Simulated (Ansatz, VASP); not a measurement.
# Nb in VASP and in Ansatz

The input INCAR:

```
SYSTEM = Nb
  PREC = Accurate
  ENCUT = 520
  EDIFF = 1E-6
  ISMEAR = 0
  SIGMA = 0.1
  LREAL = .False.
  LASPH = .True.
  NELM = 100
  ALGO = Normal
  ISIF = 2
  LWAVE = .False.
  LCHARG = .False.
  GGA = PS
  NBANDS = 34
```

KPOINTS

```
Automatic mesh
0
Gamma
  6 6 2
  0 0 0
```

Contents of POSCAR:

```
Nb
1.0
    3.0357324363      0.0000000000      0.0000000000
   -1.5178662181      2.6290214089      0.0000000000
    0.0000000000      0.0000000000      9.7908362781
Nb
4
Direct
    0.0000000000      0.0000000000      0.0000000000
    0.0000000000      0.0000000000      0.5000000000
    0.3333333333      0.6666666667      0.7500000000
    0.6666666667      0.3333333333      0.2500000000
```

Input for Ansatz:

```yaml
crystal:
  lattice:
    - [3.0357324363, 0.0, 0.0]
    - [-1.5178662181, 2.6290214089, 0.0]
    - [0.0, 0.0, 9.7908362781]
  atoms:
    - { symbol: Nb, position: [0.0, 0.0, 0.0] }
    - { symbol: Nb, position: [0.0, 0.0, 0.5] }
    - { symbol: Nb, position: [0.3333333333, 0.6666666667, 0.75] }
    - { symbol: Nb, position: [0.6666666667, 0.3333333333, 0.25] }
basis:
  ecutwfc: 420
kpoints:
  mp_grid: { grid: [6, 6, 2] }
hamiltonian:
  xc: pbesol
scf:
  occupations: { method: gaussian, width: 0.1 }
  lower_state_search: "off"
output:
  forces: true
  stress: true
  eigenvalues: true
```

Alike in both runs: task single point; functional PBEsol; k mesh 6 × 6 × 2; occupations gaussian, width 0.1 eV; no spin polarisation.

```csv
,VASP,Ansatz
version,VASP 6.6.1,Ansatz 0.2.0
potentials or method,"VASP PAW PBE potentials, release 64 (Nb_sv), cutoff 520 eV","scalar-relativistic, plane waves, PAW"
valence electrons in the cell,52,52
```

Ansatz gave:

```
gap on the k mesh at the Fermi level (eV)                     : none
pressure (GPa)                                                : -11.8
traceless stress, the component that is largest in VASP (GPa) : 2.82
```

Estimate VASP's values.

gap on the k mesh at the Fermi level (eV): none; pressure (GPa): -12.0; traceless stress, the component that is largest in VASP (GPa): 2.83.

VASP's potentials were made for PBE, not for PBEsol. A gap of «none» marks a metal or a gap that the smearing closes.

The k mesh is coarse, so the values compare programs but aren't converged.
